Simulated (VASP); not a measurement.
CuBiH3:

```xyz
5
Lattice="3.8827 0.0000 0.0000 0.0000 3.8827 0.0000 0.0000 0.0000 3.8827" Properties=species:S:1:pos:R:3 pbc="T T T"
Cu    0.0000    0.0000    0.0000
Bi    1.9414    1.9414    1.9414
H     0.0000    1.9414    1.9414
H     1.9414    0.0000    1.9414
H     1.9414    1.9414    0.0000
```

```yaml
Program: VASP 6.6.1
Task: relaxation of cell and atoms
Functional: PBE
Potentials_or_basis: VASP PAW PBE potentials, release 64 (Cu, Bi_d, H)
Cutoff: 600 eV
k_mesh: 4 × 4 × 4
Occupations: gaussian, width 0.1 eV
Spin: no spin polarisation
```

At the start: pressure 13.1 GPa; volume 11.71 Å³/atom.

Task: How do energy, volume and symmetry change on relaxing?

Result: Over 4 steps the energy falls by 95.5 meV/atom and the volume is 14.54 Å³/atom (+24.2 %); space group Pm-3m (No. 221, to 0.05 Å).

The path:
| step | energy change (eV) | largest force (eV/Å) | pressure (GPa) | volume (Å³) |
| --- | --- | --- | --- | --- |
| 1 | 0.0000 | 0.0000 | 13.05 | 58.53 |
| 2 | -0.4133 | 0.0000 | 3.75 | 66.99 |
| 3 | -0.4738 | 0.0000 | 0.78 | 71.41 |
| 4 | -0.4776 | 0.0000 | 0.09 | 72.71 |

Final structure:
```xyz
5
Lattice="4.1737 0.0000 0.0000 0.0000 4.1737 0.0000 0.0000 0.0000 4.1737" Properties=species:S:1:pos:R:3 pbc="T T T"
Cu    0.0000    0.0000    0.0000
Bi    2.0869    2.0869    2.0869
H     0.0000    2.0869    2.0869
H     2.0869    0.0000    2.0869
H     2.0869    2.0869    0.0000
```

Caveat: the k points lie up to 0.38 Å⁻¹ apart in the final cell; the volume moved by over 15 % at a fixed basis, so the end points are rough.
